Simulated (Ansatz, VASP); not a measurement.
# Mo in VASP and in Ansatz

```xyz
4
Lattice="2.7374 0.0000 0.0000 -0.9125 2.5808 0.0000 0.0000 0.0000 17.5385" Properties=species:S:1:pos:R:3 pbc="T T T"
Mo    0.4562    0.6452    5.5000
Mo    1.3687    1.9356    7.6421
Mo    0.4562    0.6452    9.8964
Mo    1.3687    1.9356   12.0385
```

Alike in both runs: task single point; functional PBE; k mesh 13 × 13 × 1; occupations fermi-dirac, width 0.1 eV; no spin polarisation.

|  | VASP | Ansatz |
| --- | --- | --- |
| version | VASP 6.6.1 | Ansatz 0.2.0 |
| potentials or method | VASP PAW PBE potentials, release 64 (Mo_sv), cutoff 520 eV | all-electron LAPW, scalar-relativistic |

Ansatz gave:

| Item | Value |
| --- | --- |
| rms of the force components (eV/Å) | 0.002 |

Problem. Estimate VASP's values.

Solution. rms of the force components (eV/Å): 0.011.

Atom by atom the forces differ by 0.011 eV/Å (rms over components). Ansatz ran all-electron here, and VASP with PAW potentials. Ansatz's warnings: vacuum density over bound.
